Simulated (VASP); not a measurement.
# C (I4_1/amd) in VASP: a series of runs

C is run at these levels: PBE; tasks: single point.

Everything below comes from runs of VASP 6.6.1. Logs are shortened: lines on timing, memory, paths and dates and some standing lists are left out, and cuts for length are marked.

## Step 1: The cell of the first run

The structure is tetragonal, space group I4_1/amd (No. 141). Conventional cell: a = 2.525 Å, b = 2.525 Å, c = 3.464 Å, α = 90.00°, β = 90.00°, γ = 90.00°. Within 2.0 Å of C (site symmetry -4m2) lie 4 C at 1.53 Å.

## Step 2: Single point, PBE (strain -0.0300 x Voigt [0, 0, 1, 0, 0, 0])

INCAR

```
SYSTEM = C
PREC = Accurate
ENCUT = 520
EDIFF = 1E-6
ISMEAR = 0
SIGMA = 0.05
LREAL = .FALSE.
LASPH = .TRUE.
NELM = 80
ALGO = Normal
ISIF = 2
LWAVE = .FALSE.
LCHARG = .FALSE.
GGA = PE
NBANDS = 11
```

KPOINTS

```
Automatic mesh
0
G
  12 12 12
  0 0 0
```

POSCAR

```
C
1.0
    0.0000000000      1.7857375319      1.7321654059
    1.7857375319      0.0000000000      1.7321654059
    1.7857375319      1.7857375319      0.0000000000
C
2
Direct
    0.5000000000      0.5000000000      0.5000000000
    0.7500000000      0.7500000000      0.7500000000
```

Potentials or basis: VASP PAW PBE potentials, release 64 (C).

Launch:

```console
$ cat potpaw_PBE.64/C/POTCAR > POTCAR
$ mpirun -np 1 vasp_std > vasp.out
```

OUTCAR:

```text
SYSTEM = C
   PREC = Accurate
   ENCUT = 520
   EDIFF = 1E-6
   ISMEAR = 0
   LREAL = .FALSE.
   LASPH = .TRUE.
   NELM = 80
   ISIF = 2
   GGA = PE

 ion  position               nearest neighbor table
   1  0.500  0.500  0.500-   2 1.53   2 1.53   2 1.53   2 1.53
   2  0.750  0.750  0.750-   1 1.53   1 1.53   1 1.53   1 1.53

  LATTYP: Found a body centered tetragonal cell.
 ALAT       =     2.5254142365
 C/A-ratio  =     1.3717871555

  Lattice vectors:

 A1 = (   0.0000000000,  -1.7857375319,  -1.7321654059)
 A2 = (   0.0000000000,   1.7857375319,  -1.7321654059)
 A3 = (   1.7857375319,   0.0000000000,   1.7321654059)

Analysis of symmetry for initial positions (statically):
=====================================================================
 Subroutine PRICEL returns:
 Original cell was already a primitive cell.

 Routine SETGRP: Setting up the symmetry group for a
 body centered tetragonal supercell.

 Subroutine GETGRP returns: Found 16 space group operations
 (whereof  8 operations were pure point group operations)
 out of a pool of 16 trial point group operations.

The static configuration has the point symmetry D_2d.
 The point group associated with its full space group is D_4h.

Analysis of symmetry for dynamics (positions and initial velocities):
=====================================================================
 Subroutine PRICEL returns:
 Original cell was already a primitive cell.

 Routine SETGRP: Setting up the symmetry group for a
 body centered tetragonal supercell.

 Subroutine GETGRP returns: Found 16 space group operations
 (whereof  8 operations were pure point group operations)
 out of a pool of 16 trial point group operations.

The dynamic configuration has the point symmetry D_2d.
 The point group associated with its full space group is D_4h.

 Subroutine INISYM returns: Found 16 space group operations
 (whereof  8 operations are pure point group operations),
 and found     1 'primitive' translations

----------------------------------------------------------------------------------------

                                     Primitive cell

  volume of cell :      11.0473

  direct lattice vectors                    reciprocal lattice vectors
     0.000000000  1.785737532  1.732165406    -0.279996355  0.279996355  0.288656036
     1.785737532  0.000000000  1.732165406     0.279996355 -0.279996355  0.288656036
     1.785737532  1.785737532  0.000000000     0.279996355  0.279996355 -0.288656036

  length of vectors
     2.487821442  2.487821442  2.525414236     0.490018596  0.490018596  0.490018596

  position of ions in fractional coordinates (direct lattice)
     0.500000000  0.500000000  0.500000000
     0.750000000  0.750000000  0.750000000

  ion indices of the primitive-cell ions
   primitive index   ion index
                 1           1
                 2           2

----------------------------------------------------------------------------------------

 KPOINTS: Automatic mesh

Automatic generation of k-mesh.
 Grid dimensions read from file:
 generate k-points for:   12   12   12

 Generating k-lattice:

  Cartesian coordinates                     Fractional coordinates (reciprocal lattice)
    -0.023333030  0.023333030  0.024054670     0.083333333  0.000000000  0.000000000
     0.023333030 -0.023333030  0.024054670     0.000000000  0.083333333  0.000000000
     0.023333030  0.023333030 -0.024054670    -0.000000000 -0.000000000  0.083333333

  Length of vectors
     0.040834883  0.040834883  0.040834883

  Shift w.r.t. Gamma in fractional coordinates (k-lattice)
     0.000000000  0.000000000  0.000000000

 Subroutine IBZKPT returns following result:
 ===========================================

 Found    163 irreducible k-points:

 Following reciprocal coordinates:
            Coordinates               Weight
  0.000000  0.000000  0.000000      1.000000
  0.083333  0.000000  0.000000      8.000000
  0.166667 -0.000000  0.000000      8.000000
  0.250000 -0.000000  0.000000      8.000000
  0.333333 -0.000000  0.000000      8.000000
  0.416667 -0.000000  0.000000      8.000000
[... 16 lines left out ...]
  0.500000  0.166667  0.000000      8.000000
 -0.416667  0.166667  0.000000      8.000000
 [... further k-points ...]
   k-points           NKPTS =    163   k-points in BZ     NKDIM =    163   number of bands    NBANDS=     11
   number of dos      NEDOS =    301   number of ions     NIONS =      2
   total plane-waves  NPLWV =   8000
   dimension x,y,z NGX =    20 NGY =   20 NGZ =   20
   dimension x,y,z NGXF=    40 NGYF=   40 NGZF=   40
   ions per type =               2
   NGX,Y,Z   is equivalent  to a cutoff of  13.36, 13.36, 13.17 a.u.
   NGXF,Y,Z  is equivalent  to a cutoff of  26.73, 26.73, 26.33 a.u.
 SYSTEM =  C
   PREC   = accura    normal or accurate (medium, high low for compatibility)
   ISTART =      0    job   : 0-new  1-cont  2-samecut
   ICHARG =      2    charge: 1-file 2-atom 10-const
   ISPIN  =      1    spin polarized calculation?
   LNONCOLLINEAR =      F non collinear calculations
   LSORBIT =      F    spin-orbit coupling
   LASPH  =      T    aspherical Exc in radial PAW
   ENCUT  =  520.0 eV  38.22 Ry    6.18 a.u.   4.63  4.63  4.70*2*pi/ulx,y,z
   NELM   =     80;   NELMIN=  2; NELMDL= -5     # of ELM steps
   EDIFF  = 0.1E-05   stopping-criterion for ELM
   LREAL  =      F    real-space projection
   EDIFFG = 0.1E-04   stopping-criterion for IOM
   NSW    =      0    number of steps for IOM
   IBRION =     -1    ionic relax: 0-MD 1-quasi-New 2-CG
   NFREE  =      0    steps in history (QN), initial steepest desc. (CG)
   ISIF   =      2    stress and relaxation
   ISYM   =      2    0-nonsym 1-usesym 2-fastsym
   POTIM  = 0.5000    time-step for ionic-motion
   TEBEG  =    0.0;   TEEND  =   0.0 temperature during run
   PSTRESS=    0.0 pullay stress
   NELECT =       8.0000    total number of electrons
   NUPDOWN=      -1.0000    fix difference up-down
   EMIN   =  10.00;   EMAX   =-10.00  energy-range for DOS
   EFERMI =   0.00;   METHOD = LEGACY
   ISMEAR =     0;   SIGMA  =   0.05  broadening in eV -4-tet -1-fermi 0-gaus
   EFERMI_NEDOS =   21; number of points for ismear=-14 and -15
   IALGO  =     38    algorithm
   IMIX   =      4    mixing-type and parameters
     AMIX     =   0.40;   BMIX     =  1.00
     AMIX_MAG =   1.60;   BMIX_MAG =  1.00
  volume/ion in A,a.u.               =       5.52        37.28
  Fermi-wavevector in a.u.,A,eV,Ry     =   1.470122  2.778127 29.405698  2.161258
  Thomas-Fermi vector in A             =   2.585417
   LORBIT       =      0    0 simple, 1 ext, 2 COOP (PROOUT), +10 PAW based schemes
   GGA     = PE    functional components
   LHFCALC =     F    Hartree Fock is set to
   AEXX    =    0.0000 exact exchange contribution
   IVDW    =     0    specifies the selected vdW correction
   LEPSILON=     F    determine dielectric tensor
   LRPA    =     F    only Hartree local field effects (RPA)
 non-spin polarized calculation
 Gauss-broadening in eV      SIGMA  =   0.05
  energy-cutoff  :      520.00
  volume of cell :       11.05
 maximum number of plane-waves:       308
   NGX =  9   NGY =  9   NGZ =  9

 number of electron       7.9999999 magnetization

 Free energy of the ion-electron system (eV)
  ---------------------------------------------------
  ext. energy  EPLUGINS =         0.00000000
  ---------------------------------------------------
  free energy    TOTEN  =       -18.14914494 eV

  energy without entropy =      -18.14914494  energy(sigma->0) =      -18.14914494

 E-fermi :  10.7411     XC(G=0): -13.3856

 val. band max:       10.4197409430   @ k =   0.0000   0.0000   0.0000
 cond. band min:      13.8570613475   @ k =   0.3333   0.3333   0.0000
 fundamental gap:      3.4373204044
 Fermi energy:        10.7410950084

 k-point     1 :       0.0000    0.0000    0.0000
  band No.  band energies     occupation
      1     -11.7182      2.00000
      2       9.9676      2.00000
      3       9.9676      2.00000
      4      10.4197      2.00000
      5      15.5358      0.00000
      6      15.9179      0.00000
      7      15.9179      0.00000
      8      24.0486      0.00000
      9      29.7643      0.00000
     10      36.1433      0.00000
     11      37.4056      0.00000

 k-point     2 :       0.0833    0.0000    0.0000
  band No.  band energies     occupation
      1     -11.5223      2.00000
      2       8.8381      2.00000
      3       9.6279      2.00000
      4       9.9746      2.00000
      5      16.0099      0.00000
      6      16.3430      0.00000
      7      16.6292      0.00000
      8      24.1947      0.00000
      9      30.0872      0.00000
     10      34.1851      0.00000
     11      35.0987      0.00000

 k-point     3 :       0.1667   -0.0000    0.0000
  band No.  band energies     occupation
      1     -10.9367      2.00000
      2       6.2857      2.00000
      3       8.8853      2.00000
      4       9.2555      2.00000
      5      16.9454      0.00000
      6      17.2499      0.00000
      7      17.8132      0.00000
      8      24.6108      0.00000
      9      30.7495      0.00000
     10      32.7186      0.00000
     11      33.4410      0.00000
[... 267 lines left out ...]
 k-point    23 :       0.5000    0.1667    0.0000
  band No.  band energies     occupation
      1      -5.7354      2.00000
      2      -2.2161      2.00000
      3       5.3768      2.00000
      4       5.7673      2.00000
      5      16.9353      0.00000
      6      20.9389      0.00000
      7      21.9385      0.00000
      8      24.2939      0.00000
      9      30.7326      0.00000
     10      34.6512      0.00000
     11      37.1053      0.00000

 k-point    24 :      -0.4167    0.1667    0.0000
  band No.  band energies     occupation
      1      -5.4304      2.00000
      2      -2.5841      2.00000
      3       4.8579      2.00000
      4       6.1437      2.00000
      5      17.3451      0.00000
      6      20.4682      0.00000
      7      21.9525      0.00000
      8      25.7304      0.00000
      9      29.7591      0.00000
     10      34.5837      0.00000
     11      35.2264      0.00000

 [... further k-points ...]

------------------------ aborting loop because EDIFF is reached ----------------------------------------

  FORCE on cell =-STRESS in cart. coord.  units (eV):
  Direction    XX          YY          ZZ          XY          YZ          ZX
  --------------------------------------------------------------------------------------
  -------------------------------------------------------------------------------------
  Total        0.3717331      0.3717331      2.3167089      0.0000000      0.0000000      0.0000000
  in kB       53.9122117     53.9122117    335.9908358      0.0000000      0.0000000      0.0000000
  external PRESSURE =     147.9384197 kB  Pullay stress =       0.0000000 kB

 VOLUME and BASIS-vectors are now :
 -----------------------------------------------------------------------------
  energy-cutoff  :      520.00
  volume of cell :       11.05
      direct lattice vectors                 reciprocal lattice vectors
     0.000000000  1.785737532  1.732165406    -0.279996355  0.279996355  0.288656036
     1.785737532  0.000000000  1.732165406     0.279996355 -0.279996355  0.288656036
     1.785737532  1.785737532  0.000000000     0.279996355  0.279996355 -0.288656036

 POSITION                                       TOTAL-FORCE (eV/Angst)
 -----------------------------------------------------------------------------------
      1.78574      1.78574      1.73217         0.000000      0.000000     -0.000000
      2.67861      2.67861      2.59825        -0.000000     -0.000000      0.000000
 -----------------------------------------------------------------------------------
    total drift:                                0.000000     -0.000000      0.000000

  FREE ENERGIE OF THE ION-ELECTRON SYSTEM (eV)
  ---------------------------------------------------
  free  energy   TOTEN  =       -18.1491449430 eV

  energy  without entropy=      -18.1491449430  energy(sigma->0) =      -18.14914494
```

Wall time 6.6 s (1 thread of Intel Xeon 6975P-C (Granite Rapids), shared host); peak memory 0.13 GiB.

What came out:

| Item | Value |
| --- | --- |
| Free energy | -18.1491 eV |
| Pressure | 14.8 GPa |
| Band gap on the k mesh | 3.44 eV, indirect (least direct gap 5.12 eV) |

Caveat: the cell differs from its parent crystal (strain -0.0300 x Voigt [0, 0, 1, 0, 0, 0]). A k mesh can miss the band edges.

## Step 3: Single point, PBE (strain -0.0450 x Voigt [0, 0, 1, 0, 0, 0])

INCAR

```
PREC = Accurate
ENCUT = 520
EDIFF = 1E-6
ISMEAR = 0
SIGMA = 0.05
LREAL = F
LASPH = T
NELM = 60
ALGO = Normal
ISIF = 2
LWAVE = F
LCHARG = F
GGA = PE
NBANDS = 11
```

KPOINTS

```
Automatic mesh
0
Gamma
  12 12 12
```

POSCAR

```
C
1.0
    0.0000000000      1.7857375319      1.7053793430
    1.7857375319      0.0000000000      1.7053793430
    1.7857375319      1.7857375319      0.0000000000
C
2
Direct
    0.5000000000      0.5000000000      0.5000000000
    0.7500000000      0.7500000000      0.7500000000
```

Potentials or basis: VASP PAW PBE potentials, release 64 (C).

Launch:

```console
$ cat potpaw_PBE.64/C/POTCAR > POTCAR
$ mpirun -np 1 vasp_std > vasp.out
```

Run time: 6.2 s. Hardware: 1 thread of Intel Xeon 6975P-C (Granite Rapids), shared host; peak memory 0.12 GiB.

Results (log left out):

```yaml
Free_energy: -18.1038 eV
Pressure: 22.6 GPa
Band_gap_on_the_k_mesh: 3.07 eV, indirect (least direct gap 4.89 eV)
```

Stress tensor (GPa, compression positive):
```
 8.42  0.00  0.00
 0.00  8.42  0.00
 0.00  0.00 51.01
```

Levels at points of the mesh, in eV from the valence-band top:
```csv
k point,band 1,band 2,band 3,band 4,band 5,band 6,band 7,band 8
"(0.00, 0.00, 0.00)",-22.50,-0.68,-0.68,0.00,4.89,5.47,5.47,13.83
"(0.50, 0.00, 0.00)",-16.47,-14.29,-3.77,-2.95,7.76,7.97,9.59,15.66
"(0.50, 0.50, 0.00)",-13.01,-13.01,-7.47,-7.47,3.66,3.66,17.15,17.15
"(0.50, 0.00, 0.50)",-13.76,-13.76,-6.76,-6.76,4.78,4.78,16.81,16.81
```

Caveat: the cell differs from its parent crystal (strain -0.0450 x Voigt [0, 0, 1, 0, 0, 0]). A k mesh can miss the band edges.

## Step 4: Single point, PBE (strain +0.0150 x Voigt [0, 0, 1, 0, 0, 0])

INCAR

```
PREC = Accurate ; ENCUT = 520
EDIFF = 1E-6 ; ISMEAR = 0
SIGMA = 0.05 ; LREAL = False
LASPH = True ; NELM = 80
ALGO = Normal ; ISIF = 2
LWAVE = False ; LCHARG = False
GGA = PE ; NBANDS = 11
```

KPOINTS

```
regular mesh
0
Gamma
  12 12 12
```

POSCAR

```
C
1.0
    0.0000000000      1.7857375319      1.8125235949
    1.7857375319      0.0000000000      1.8125235949
    1.7857375319      1.7857375319      0.0000000000
C
2
Direct
    0.5000000000      0.5000000000      0.5000000000
    0.7500000000      0.7500000000      0.7500000000
```

Potentials or basis: VASP PAW PBE potentials, release 64 (C).

Launch:

```console
$ cat potpaw_PBE.64/C/POTCAR > POTCAR
$ mpirun -np 1 vasp_std > vasp.out
```

OUTCAR:

```text
PREC = Accurate
   ENCUT = 520
   EDIFF = 1E-6
   ISMEAR = 0
   LREAL = False
   LASPH = True
   NELM = 80
   ISIF = 2
   GGA = PE

 ion  position               nearest neighbor table
   1  0.500  0.500  0.500-   2 1.55   2 1.55   2 1.55   2 1.55
   2  0.750  0.750  0.750-   1 1.55   1 1.55   1 1.55   1 1.55

  LATTYP: Found a body centered tetragonal cell.
 ALAT       =     2.5254142365
 C/A-ratio  =     1.4354267658

  Lattice vectors:

 A1 = (  -1.7857375319,   0.0000000000,   1.8125235949)
[... 523 lines left out ...]

------------------------ aborting loop because EDIFF is reached ----------------------------------------

  FORCE on cell =-STRESS in cart. coord.  units (eV):
  Direction    XX          YY          ZZ          XY          YZ          ZX
  --------------------------------------------------------------------------------------
  -------------------------------------------------------------------------------------
  Total       -0.0742572     -0.0742572     -1.0681192      0.0000000     -0.0000000      0.0000000
  in kB      -10.2920159    -10.2920159   -148.0407940      0.0000000     -0.0000000      0.0000000
  external PRESSURE =     -56.2082753 kB  Pullay stress =       0.0000000 kB

 VOLUME and BASIS-vectors are now :
 -----------------------------------------------------------------------------
  energy-cutoff  :      520.00
  volume of cell :       11.56
      direct lattice vectors                 reciprocal lattice vectors
     0.000000000  1.785737532  1.812523595    -0.279996355  0.279996355  0.275858478
     1.785737532  0.000000000  1.812523595     0.279996355 -0.279996355  0.275858478
     1.785737532  1.785737532  0.000000000     0.279996355  0.279996355 -0.275858478

 POSITION                                       TOTAL-FORCE (eV/Angst)
 -----------------------------------------------------------------------------------
      1.78574      1.78574      1.81252         0.000000      0.000000     -0.000000
      2.67861      2.67861      2.71879         0.000000      0.000000      0.000000
 -----------------------------------------------------------------------------------
    total drift:                                0.000000     -0.000000      0.000000

  FREE ENERGIE OF THE ION-ELECTRON SYSTEM (eV)
  ---------------------------------------------------
  free  energy   TOTEN  =       -18.1784412940 eV

  energy  without entropy=      -18.1784412940  energy(sigma->0) =      -18.17844129
```

OSZICAR:

```text
N       E                     dE             d eps       ncg     rms          rms(c)
DAV:   1     0.927220180748E+00    0.92722E+00   -0.47192E+03  3753   0.696E+02
DAV:   2    -0.184195960858E+02   -0.19347E+02   -0.18776E+02  4715   0.127E+02
DAV:   3    -0.187803703035E+02   -0.36077E+00   -0.36002E+00  4210   0.133E+01
DAV:   4    -0.187809479841E+02   -0.57768E-03   -0.57767E-03  3831   0.674E-01
DAV:   5    -0.187809486602E+02   -0.67612E-06   -0.67612E-06  4107   0.217E-02    0.542E+00
DAV:   6    -0.183288311748E+02    0.45212E+00   -0.23595E-01  3658   0.341E+00    0.324E+00
DAV:   7    -0.181766069634E+02    0.15222E+00   -0.29092E-01  3841   0.383E+00    0.728E-01
DAV:   8    -0.181783780942E+02   -0.17711E-02   -0.83176E-03  3745   0.676E-01    0.431E-02
DAV:   9    -0.181784206577E+02   -0.42564E-04   -0.62482E-05  4291   0.636E-02    0.242E-02
DAV:  10    -0.181784412283E+02   -0.20571E-04   -0.15783E-05  3811   0.347E-02    0.528E-03
DAV:  11    -0.181784412940E+02   -0.65733E-07   -0.25089E-07  3120   0.455E-03
   1 F= -.18178441E+02 E0= -.18178441E+02  d E =-.867570E-19
```

Wall time 6.9 s (1 thread of Intel Xeon 6975P-C (Granite Rapids), shared host); peak memory 0.12 GiB.

Results:

- Free energy: -18.1784 eV
- Pressure: -5.6 GPa
- Band gap on the k mesh: 3.92 eV, indirect (least direct gap 5.40 eV)

Caveat: the cell differs from its parent crystal (strain +0.0150 x Voigt [0, 0, 1, 0, 0, 0]). A k mesh can miss the band edges.

## Step 5: The runs side by side

| cell | gap on the mesh (eV) | pressure (GPa) |
| --- | --- | --- |
| a = 2.488, b = 2.488, c = 2.525 Å, angles 59.5, 59.5, 61.0°, 2 atoms | 3.44 | 14.8 |
| a = 2.469, b = 2.469, c = 2.525 Å, angles 59.2, 59.2, 61.5°, 2 atoms | 3.07 | 22.6 |
| a = 2.544, b = 2.544, c = 2.525 Å, angles 60.2, 60.2, 59.5°, 2 atoms | 3.92 | -5.6 |

Alike in all rows: task single point; level PBE; potentials or basis VASP PAW PBE potentials, release 64 (C); no spin polarisation; k mesh 12 × 12 × 12; cutoff (eV) 520; smearing gaussian 0.05 eV.

Absolute energies hang on the potentials; compare differences alone.
